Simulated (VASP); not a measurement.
# Au (Fm-3m) in VASP: further runs

Runs on Au. Level: PBE. Tasks: single point.

Program: VASP 6.6.1. These are calculated values, not measurements. Logs are shortened: lines on timing, memory, paths and dates and some standing lists are left out, and cuts for length are marked.

## (1) The cell of the first run

The structure is cubic, space group Fm-3m (No. 225). Conventional cell: a = 4.159 Å, b = 4.159 Å, c = 4.159 Å, α = 90.00°, β = 90.00°, γ = 90.00°. Au (site symmetry m-3m) has 12 Au at 2.94 Å within 3.9 Å.

## (2) Single point, PBE

File INCAR:

```
  ALGO = Normal
  EDIFF = 1E-6
  ENCUT = 500
  GGA = PE
  GGA_COMPAT = F
  ISIF = 2
  ISMEAR = -1
  LASPH = T
  LCHARG = F
  LREAL = F
  LWAVE = F
  NBANDS = 12
  NELM = 120
  PREC = Accurate
  SIGMA = 0.06122561905347299
```

File KPOINTS:

```
k-points
0
Gamma
  12 12 12
```

File POSCAR:

```
Au
1.0
    0.0000000000      2.0792707318      2.0792707318
    2.0792707318      0.0000000000      2.0792707318
    2.0792707318      2.0792707318      0.0000000000
Au
1
Direct
    0.0000000000      0.0000000000      0.0000000000
```

Potentials or basis: VASP PAW PBE potentials, release 64 (Au).

Command:

```bash
$ cat potpaw_PBE.64/Au/POTCAR > POTCAR
$ mpirun -np 1 vasp_std > vasp.out
```

OUTCAR:

```text
EDIFF = 1E-6
   ENCUT = 500
   GGA = PE
   ISIF = 2
   ISMEAR = -1
   LASPH = T
   LREAL = F
   NELM = 120
   PREC = Accurate

 ion  position               nearest neighbor table
   1  0.000  0.000  0.000-

  LATTYP: Found a face centered cubic cell.
 ALAT       =     4.1585414636

  Lattice vectors:

 A1 = (   0.0000000000,   2.0792707318,   2.0792707318)
 A2 = (   2.0792707318,   0.0000000000,   2.0792707318)
 A3 = (   2.0792707318,   2.0792707318,   0.0000000000)

Analysis of symmetry for initial positions (statically):
=====================================================================
 Subroutine PRICEL returns:
 Original cell was already a primitive cell.

 Routine SETGRP: Setting up the symmetry group for a
 face centered cubic supercell.

 Subroutine GETGRP returns: Found 48 space group operations
 (whereof 48 operations were pure point group operations)
 out of a pool of 48 trial point group operations.

The static configuration has the point symmetry O_h .

Analysis of symmetry for dynamics (positions and initial velocities):
=====================================================================
 Subroutine PRICEL returns:
 Original cell was already a primitive cell.

 Routine SETGRP: Setting up the symmetry group for a
 face centered cubic supercell.

 Subroutine GETGRP returns: Found 48 space group operations
 (whereof 48 operations were pure point group operations)
 out of a pool of 48 trial point group operations.

The dynamic configuration has the point symmetry O_h .

 Subroutine INISYM returns: Found 48 space group operations
 (whereof 48 operations are pure point group operations),
 and found     1 'primitive' translations

----------------------------------------------------------------------------------------

                                     Primitive cell

  volume of cell :      17.9789

  direct lattice vectors                    reciprocal lattice vectors
     0.000000000  2.079270732  2.079270732    -0.240468926  0.240468926  0.240468926
     2.079270732  0.000000000  2.079270732     0.240468926 -0.240468926  0.240468926
     2.079270732  2.079270732  0.000000000     0.240468926  0.240468926 -0.240468926

  length of vectors
     2.940532869  2.940532869  2.940532869     0.416504398  0.416504398  0.416504398

  position of ions in fractional coordinates (direct lattice)
     0.000000000  0.000000000  0.000000000

  ion indices of the primitive-cell ions
   primitive index   ion index
                 1           1

----------------------------------------------------------------------------------------

 KPOINTS: k-points

Automatic generation of k-mesh.
 Grid dimensions read from file:
 generate k-points for:   12   12   12

 Generating k-lattice:

  Cartesian coordinates                     Fractional coordinates (reciprocal lattice)
    -0.020039077  0.020039077  0.020039077     0.083333333  0.000000000  0.000000000
     0.020039077 -0.020039077  0.020039077     0.000000000  0.083333333  0.000000000
     0.020039077  0.020039077 -0.020039077     0.000000000  0.000000000  0.083333333

  Length of vectors
     0.034708700  0.034708700  0.034708700

  Shift w.r.t. Gamma in fractional coordinates (k-lattice)
     0.000000000  0.000000000  0.000000000

 Subroutine IBZKPT returns following result:
 ===========================================

 Found     72 irreducible k-points:

 Following reciprocal coordinates:
            Coordinates               Weight
  0.000000  0.000000  0.000000      1.000000
  0.083333  0.000000  0.000000      8.000000
  0.166667  0.000000  0.000000      8.000000
  0.250000  0.000000  0.000000      8.000000
  0.333333  0.000000  0.000000      8.000000
  0.416667  0.000000  0.000000      8.000000
[... 16 lines left out ...]
  0.500000  0.166667  0.000000     24.000000
 -0.416667  0.166667  0.000000     24.000000
 [... further k-points ...]
   k-points           NKPTS =     72   k-points in BZ     NKDIM =     72   number of bands    NBANDS=     12
   number of dos      NEDOS =    301   number of ions     NIONS =      1
   total plane-waves  NPLWV =  13824
   dimension x,y,z NGX =    24 NGY =   24 NGZ =   24
   dimension x,y,z NGXF=    48 NGYF=   48 NGZF=   48
   ions per type =               1
   NGX,Y,Z   is equivalent  to a cutoff of  13.57, 13.57, 13.57 a.u.
   NGXF,Y,Z  is equivalent  to a cutoff of  27.14, 27.14, 27.14 a.u.
 SYSTEM =  unknown system
   PREC   = accura    normal or accurate (medium, high low for compatibility)
   ISTART =      0    job   : 0-new  1-cont  2-samecut
   ICHARG =      2    charge: 1-file 2-atom 10-const
   ISPIN  =      1    spin polarized calculation?
   LNONCOLLINEAR =      F non collinear calculations
   LSORBIT =      F    spin-orbit coupling
   LASPH  =      T    aspherical Exc in radial PAW
   ENCUT  =  500.0 eV  36.75 Ry    6.06 a.u.   5.36  5.36  5.36*2*pi/ulx,y,z
   NELM   =    120;   NELMIN=  2; NELMDL= -5     # of ELM steps
   EDIFF  = 0.1E-05   stopping-criterion for ELM
   LREAL  =      F    real-space projection
   EDIFFG = 0.1E-04   stopping-criterion for IOM
   NSW    =      0    number of steps for IOM
   IBRION =     -1    ionic relax: 0-MD 1-quasi-New 2-CG
   NFREE  =      0    steps in history (QN), initial steepest desc. (CG)
   ISIF   =      2    stress and relaxation
   ISYM   =      2    0-nonsym 1-usesym 2-fastsym
   POTIM  = 0.5000    time-step for ionic-motion
   TEBEG  =    0.0;   TEEND  =   0.0 temperature during run
   PSTRESS=    0.0 pullay stress
   NELECT =      11.0000    total number of electrons
   NUPDOWN=      -1.0000    fix difference up-down
   EMIN   =  10.00;   EMAX   =-10.00  energy-range for DOS
   EFERMI =   0.00;   METHOD = LEGACY
   ISMEAR =    -1;   SIGMA  =   0.06  broadening in eV -4-tet -1-fermi 0-gaus
   EFERMI_NEDOS =   21; number of points for ismear=-14 and -15
   IALGO  =     38    algorithm
   IMIX   =      4    mixing-type and parameters
     AMIX     =   0.40;   BMIX     =  1.00
     AMIX_MAG =   1.60;   BMIX_MAG =  1.00
  volume/ion in A,a.u.               =      17.98       121.33
  Fermi-wavevector in a.u.,A,eV,Ry     =   1.389797  2.626335 26.280137  1.931536
  Thomas-Fermi vector in A             =   2.513793
   LORBIT       =      0    0 simple, 1 ext, 2 COOP (PROOUT), +10 PAW based schemes
   GGA     = PE    functional components
   LHFCALC =     F    Hartree Fock is set to
   AEXX    =    0.0000 exact exchange contribution
   IVDW    =     0    specifies the selected vdW correction
   LEPSILON=     F    determine dielectric tensor
   LRPA    =     F    only Hartree local field effects (RPA)
 non-spin polarized calculation
  energy-cutoff  :      500.00
  volume of cell :       17.98
 maximum number of plane-waves:       471
 NGX is ok and might be reduce to    24
   NGX = 11   NGY = 11   NGZ = 11

 number of electron      11.0000001 magnetization

 Free energy of the ion-electron system (eV)
  ---------------------------------------------------
  ext. energy  EPLUGINS =         0.00000000
  ---------------------------------------------------
  free energy    TOTEN  =        -3.21440347 eV

  energy without entropy =       -3.20918407  energy(sigma->0) =       -3.21179377

 E-fermi :   8.5522     XC(G=0): -12.3981

 val. band max:        8.4633455400   @ k =   0.5000   0.3333   0.1667
 cond. band min:       8.5730876043   @ k =   0.5000   0.0833   0.0000
 fundamental gap:      0.1097420644
 Fermi energy:         8.5521882338

 k-point     1 :       0.0000    0.0000    0.0000
  band No.  band energies     occupation
      1      -0.6957      2.00000
      2       4.1923      2.00000
      3       4.1923      2.00000
      4       4.1923      2.00000
      5       5.5702      2.00000
      6       5.5702      2.00000
      7      23.1884      0.00000
      8      26.8800      0.00000
      9      26.8800      0.00000
     10      26.8800      0.00000
     11      31.6166      0.00000
     12      35.6940      0.00000

 k-point     2 :       0.0833    0.0000    0.0000
  band No.  band energies     occupation
      1      -0.4661      2.00000
      2       4.1243      2.00000
      3       4.2667      2.00000
      4       4.2667      2.00000
      5       5.5394      2.00000
      6       5.5394      2.00000
      7      23.4186      0.00000
      8      25.4629      0.00000
      9      27.1255      0.00000
     10      27.1255      0.00000
     11      32.2754      0.00000
     12      34.1665      0.00000

 k-point     3 :       0.1667    0.0000    0.0000
  band No.  band energies     occupation
      1       0.1775      2.00000
      2       3.9983      2.00000
      3       4.4170      2.00000
      4       4.4170      2.00000
      5       5.5260      2.00000
      6       5.5260      2.00000
      7      22.4996      0.00000
      8      24.2034      0.00000
      9      27.7197      0.00000
     10      27.7197      0.00000
     11      30.4417      0.00000
     12      32.5096      0.00000
[... 286 lines left out ...]
 k-point    23 :       0.5000    0.1667    0.0000
  band No.  band energies     occupation
      1       2.3387      2.00000
      2       3.8381      2.00000
      3       4.6879      2.00000
      4       4.8281      2.00000
      5       6.7009      2.00000
      6       9.2501      0.00002
      7      12.5334      0.00000
      8      21.8562      0.00000
      9      23.4501      0.00000
     10      24.2382      0.00000
     11      33.1937      0.00000
     12      33.6945      0.00000

 k-point    24 :      -0.4167    0.1667    0.0000
  band No.  band energies     occupation
      1       2.3791      2.00000
      2       3.8371      2.00000
      3       4.6293      2.00000
      4       5.0766      2.00000
      5       6.4657      2.00000
      6       9.8284      0.00000
      7      11.9249      0.00000
      8      21.0926      0.00000
      9      24.0342      0.00000
     10      24.3953      0.00000
     11      32.6680      0.00000
     12      33.2788      0.00000

 [... further k-points ...]

------------------------ aborting loop because EDIFF is reached ----------------------------------------

  FORCE on cell =-STRESS in cart. coord.  units (eV):
  Direction    XX          YY          ZZ          XY          YZ          ZX
  --------------------------------------------------------------------------------------
  -------------------------------------------------------------------------------------
  Total       -0.0176152     -0.0176152     -0.0176152     -0.0000000     -0.0000000     -0.0000000
  in kB       -1.5697657     -1.5697657     -1.5697657     -0.0000000     -0.0000000     -0.0000000
  external PRESSURE =      -1.5697657 kB  Pullay stress =       0.0000000 kB

 VOLUME and BASIS-vectors are now :
 -----------------------------------------------------------------------------
  energy-cutoff  :      500.00
  volume of cell :       17.98
      direct lattice vectors                 reciprocal lattice vectors
     0.000000000  2.079270732  2.079270732    -0.240468926  0.240468926  0.240468926
     2.079270732  0.000000000  2.079270732     0.240468926 -0.240468926  0.240468926
     2.079270732  2.079270732  0.000000000     0.240468926  0.240468926 -0.240468926

 POSITION                                       TOTAL-FORCE (eV/Angst)
 -----------------------------------------------------------------------------------
      0.00000      0.00000      0.00000         0.000000      0.000000      0.000000
 -----------------------------------------------------------------------------------
    total drift:                               -0.000000      0.000000      0.000000

  FREE ENERGIE OF THE ION-ELECTRON SYSTEM (eV)
  ---------------------------------------------------
  free  energy   TOTEN  =        -3.2144034694 eV

  energy  without entropy=       -3.2091840666  energy(sigma->0) =       -3.21179377
```

It took 8.8 s on 1 thread of Intel Xeon Platinum 8559C (Emerald Rapids), shared host; peak memory 0.14 GiB.

Results:

- Free energy: -3.2144 eV
- Pressure: -0.2 GPa

Caveat: spin-orbit coupling is left out, which moves the levels of the heavy elements.

## (3) Single point, PBE

File INCAR:

```
SYSTEM = Au
PREC = Accurate ; ENCUT = 500
EDIFF = 1E-6 ; ISMEAR = -1
SIGMA = 0.06122561905347299 ; LREAL = .False.
LASPH = .True. ; NELM = 120
ALGO = Normal ; ISIF = 2
LWAVE = .False. ; LCHARG = .True.
GGA = PE ; LELF = .True.
LVHAR = .True. ; NBANDS = 12
GGA_COMPAT = .False.
```

File KPOINTS:

```
regular mesh
0
Gamma
  12 12 12
  0 0 0
```

POSCAR is that of step 2.

Potentials or basis: VASP PAW PBE potentials, release 64 (Au).

Command:

```bash
$ cat potpaw_PBE.64/Au/POTCAR > POTCAR
$ mpirun -np 1 vasp_std > vasp.out
```

OUTCAR:

```text
SYSTEM = Au
   PREC = Accurate
   ENCUT = 500
   EDIFF = 1E-6
   ISMEAR = -1
   LREAL = .False.
   LASPH = .True.
   NELM = 120
   ISIF = 2
   GGA = PE

 ion  position               nearest neighbor table
   1  0.000  0.000  0.000-

  LATTYP: Found a face centered cubic cell.
 ALAT       =     4.1585414636

  Lattice vectors:

 A1 = (   0.0000000000,   2.0792707318,   2.0792707318)
 A2 = (   2.0792707318,   0.0000000000,   2.0792707318)
 A3 = (   2.0792707318,   2.0792707318,   0.0000000000)

Analysis of symmetry for initial positions (statically):
=====================================================================
 Subroutine PRICEL returns:
 Original cell was already a primitive cell.

 Routine SETGRP: Setting up the symmetry group for a
 face centered cubic supercell.

 Subroutine GETGRP returns: Found 48 space group operations
 (whereof 48 operations were pure point group operations)
 out of a pool of 48 trial point group operations.

The static configuration has the point symmetry O_h .

Analysis of symmetry for dynamics (positions and initial velocities):
=====================================================================
 Subroutine PRICEL returns:
 Original cell was already a primitive cell.

 Routine SETGRP: Setting up the symmetry group for a
 face centered cubic supercell.

 Subroutine GETGRP returns: Found 48 space group operations
 (whereof 48 operations were pure point group operations)
 out of a pool of 48 trial point group operations.

The dynamic configuration has the point symmetry O_h .

 Subroutine INISYM returns: Found 48 space group operations
 (whereof 48 operations are pure point group operations),
 and found     1 'primitive' translations

----------------------------------------------------------------------------------------

                                     Primitive cell

  volume of cell :      17.9789

[... 111 lines left out ...]
   GGA     = PE    functional components
   LHFCALC =     F    Hartree Fock is set to
   AEXX    =    0.0000 exact exchange contribution
   IVDW    =     0    specifies the selected vdW correction
   LEPSILON=     F    determine dielectric tensor
   LRPA    =     F    only Hartree local field effects (RPA)
 non-spin polarized calculation
  energy-cutoff  :      500.00
  volume of cell :       17.98
 maximum number of plane-waves:       471
 NGX is ok and might be reduce to    24
   NGX = 11   NGY = 11   NGZ = 11

 number of electron      11.0000001 magnetization

 Free energy of the ion-electron system (eV)
  ---------------------------------------------------
  ext. energy  EPLUGINS =         0.00000000
  ---------------------------------------------------
  free energy    TOTEN  =        -3.21440347 eV

  energy without entropy =       -3.20918407  energy(sigma->0) =       -3.21179377

 E-fermi :   8.5522     XC(G=0): -12.3981

 val. band max:        8.4633455400   @ k =   0.5000   0.3333   0.1667
 cond. band min:       8.5730876043   @ k =   0.5000   0.0833   0.0000
 fundamental gap:      0.1097420644
 Fermi energy:         8.5521882338

 k-point     1 :       0.0000    0.0000    0.0000
  band No.  band energies     occupation
      1      -0.6957      2.00000
      2       4.1923      2.00000
      3       4.1923      2.00000
      4       4.1923      2.00000
      5       5.5702      2.00000
      6       5.5702      2.00000
      7      23.1884      0.00000
      8      26.8800      0.00000
      9      26.8800      0.00000
     10      26.8800      0.00000
     11      31.6166      0.00000
     12      35.6940      0.00000
[... 331 lines left out ...]
 k-point    24 :      -0.4167    0.1667    0.0000
  band No.  band energies     occupation
      1       2.3791      2.00000
      2       3.8371      2.00000
      3       4.6293      2.00000
      4       5.0766      2.00000
      5       6.4657      2.00000
      6       9.8284      0.00000
      7      11.9249      0.00000
      8      21.0926      0.00000
      9      24.0342      0.00000
     10      24.3953      0.00000
     11      32.6680      0.00000
     12      33.2788      0.00000

 [... further k-points ...]

------------------------ aborting loop because EDIFF is reached ----------------------------------------

  FORCE on cell =-STRESS in cart. coord.  units (eV):
  Direction    XX          YY          ZZ          XY          YZ          ZX
  --------------------------------------------------------------------------------------
  -------------------------------------------------------------------------------------
  Total       -0.0176152     -0.0176152     -0.0176152     -0.0000000     -0.0000000     -0.0000000
  in kB       -1.5697657     -1.5697657     -1.5697657     -0.0000000     -0.0000000     -0.0000000
  external PRESSURE =      -1.5697657 kB  Pullay stress =       0.0000000 kB

 VOLUME and BASIS-vectors are now :
 -----------------------------------------------------------------------------
  energy-cutoff  :      500.00
  volume of cell :       17.98
      direct lattice vectors                 reciprocal lattice vectors
     0.000000000  2.079270732  2.079270732    -0.240468926  0.240468926  0.240468926
     2.079270732  0.000000000  2.079270732     0.240468926 -0.240468926  0.240468926
     2.079270732  2.079270732  0.000000000     0.240468926  0.240468926 -0.240468926

 POSITION                                       TOTAL-FORCE (eV/Angst)
 -----------------------------------------------------------------------------------
      0.00000      0.00000      0.00000         0.000000      0.000000      0.000000
 -----------------------------------------------------------------------------------
    total drift:                               -0.000000      0.000000      0.000000

  FREE ENERGIE OF THE ION-ELECTRON SYSTEM (eV)
  ---------------------------------------------------
  free  energy   TOTEN  =        -3.2144034694 eV

  energy  without entropy=       -3.2091840666  energy(sigma->0) =       -3.21179377
```

OSZICAR:

```text
N       E                     dE             d eps       ncg     rms          rms(c)
DAV:   1     0.492250361768E+02    0.49225E+02   -0.53588E+03  1792   0.782E+02
DAV:   2    -0.275851141577E+01   -0.51984E+02   -0.48448E+02  2024   0.182E+02
DAV:   3    -0.347563811444E+01   -0.71713E+00   -0.71638E+00  2056   0.210E+01
DAV:   4    -0.347805926881E+01   -0.24212E-02   -0.24210E-02  2100   0.141E+00
DAV:   5    -0.347807810346E+01   -0.18835E-04   -0.18835E-04  2100   0.118E-01    0.797E+00
DAV:   6    -0.323145071440E+01    0.24663E+00   -0.69779E-01  1876   0.667E+00    0.521E+00
DAV:   7    -0.321626444827E+01    0.15186E-01   -0.52652E-02  2032   0.185E+00    0.265E+00
DAV:   8    -0.321441401277E+01    0.18504E-02   -0.12868E-03  1916   0.299E-01    0.249E-01
DAV:   9    -0.321439748869E+01    0.16524E-04   -0.13064E-05  2112   0.310E-02    0.143E-02
DAV:  10    -0.321440354291E+01   -0.60542E-05   -0.31234E-06  2000   0.169E-02    0.339E-03
DAV:  11    -0.321440346944E+01    0.73469E-07   -0.78949E-08  1136   0.217E-03
   1 F= -.32144035E+01 E0= -.32117938E+01  d E =-.521940E-02
```

stdout:

```text
POSCAR found type information on POSCAR Au
 POSCAR found :  1 types and       1 ions
 scaLAPACK will be used
 LDA part: xc-table for (Slater+PW92), standard interpolation
 POSCAR, INCAR and KPOINTS ok, starting setup
 FFT: planning ... GRIDC
 FFT: planning ... GRID_SOFT
 FFT: planning ... GRID
 WAVECAR not read
 entering main loop
```

It took 7.2 s on 1 thread of Intel Xeon Platinum 8559C (Emerald Rapids), shared host; peak memory 0.15 GiB.

Results:

```
Free energy : -3.2144 eV
Pressure    : -0.2 GPa
```

Caveat: spin-orbit coupling is left out, which moves the levels of the heavy elements.
